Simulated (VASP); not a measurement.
Runs of VASP 6.6.1 on Eu. The structure is that of space group P6_3/mmc (No. 194), or close to it. The cells are those of the table. This isn't the form of Eu at room conditions, which is bcc.

| cell | gap on the mesh (eV) | pressure (GPa) | moment (μB) |
| --- | --- | --- | --- |
| a = 3.565, b = 3.565, c = 5.740 Å, angles 90.0, 90.0, 120.0°, 2 atoms | none | (c) | (a) |
| a = 3.862, b = 3.862, c = 6.195 Å, angles 90.0, 90.0, 120.0°, 2 atoms | none | (b) | 15.02 |
| a = 3.720, b = 3.720, c = 5.976 Å, angles 90.0, 90.0, 120.0°, 2 atoms | none | 2.8 | 14.89 |
| a = 3.929, b = 3.929, c = 6.302 Å, angles 90.0, 90.0, 120.0°, 2 atoms | none | -0.2 | 15.05 |

Alike in all rows: task single point; level PBE; potentials or basis VASP PAW PBE potentials, release 64 (Eu); spin collinear, ferromagnetic start; k mesh 12 × 12 × 7; cutoff (eV) 520; smearing fermi-dirac 0.1 eV.

Question: Estimate the missing entries.

Answer: (a) 14.68; (b) 0.5; (c) 6.1.

Caveats: spin-orbit coupling is left out, which moves the levels of the heavy elements; semilocal functionals describe open f shells poorly, which spoils levels, moments and volumes; the cell stands under pressure (at least some runs).

A k mesh can miss the band edges, and the runs leave out spin-orbit coupling on Eu.

A gap of «none» marks levels without a gap at the run's occupations.
